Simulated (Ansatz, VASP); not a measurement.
**Pt3F in VASP and in Ansatz**

```
CELL_PARAMETERS angstrom
2.75314 0.00000 0.00000
0.00000 2.75314 0.00000
0.00000 0.00000 20.77173
ATOMIC_POSITIONS crystal
Pt 0.50000 0.50000 0.19257
Pt 0.00000 0.00000 0.28338
Pt 0.50000 0.50000 0.37415
F 0.50000 0.50000 0.51810
```

Alike in both runs: task single point; functional LDA; k mesh 10 × 10 × 1; occupations gaussian, width 0.1 eV; collinear spin.

```csv
,VASP,Ansatz
version,VASP 6.6.1,Ansatz 0.2.0
potentials or method,"VASP PAW LDA potentials, release 64 (Pt, F), cutoff 520 eV","scalar-relativistic, plane waves, PAW"
valence electrons in the cell,37,61
```

Ansatz gave:

```
gap on the k mesh at the Fermi level (eV)                     : none
rms of the force components (eV/Å)                            : 0.430
net moment per atom (μB)                                      : 0.27
size of the moment on the site where the two differ most (μB) : 0.77
```

Task: What did VASP give for the same quantities?

Result: gap on the k mesh at the Fermi level (eV): none; rms of the force components (eV/Å): 0.513; net moment per atom (μB): 0.00; size of the moment on the site where the two differ most (μB): 0.00.

The net moments are unlike, so the other rows may belong to different states. Ansatz warns that its potentials were made for another functional, while VASP's fit it. LDA's correlation is that of Perdew and Zunger in VASP and of Perdew and Wang (1992) in Ansatz. Site moments also hang on the region over which each program counts them. Atom by atom the forces differ by 0.083 eV/Å (rms over components). A gap of «none» marks a metal or a gap that the smearing closes. VASP's potentials hold 37 valence electrons a cell and Ansatz's 61, so a difference there can come from the potentials and not from the codes.

Neither program's run includes spin-orbit coupling.
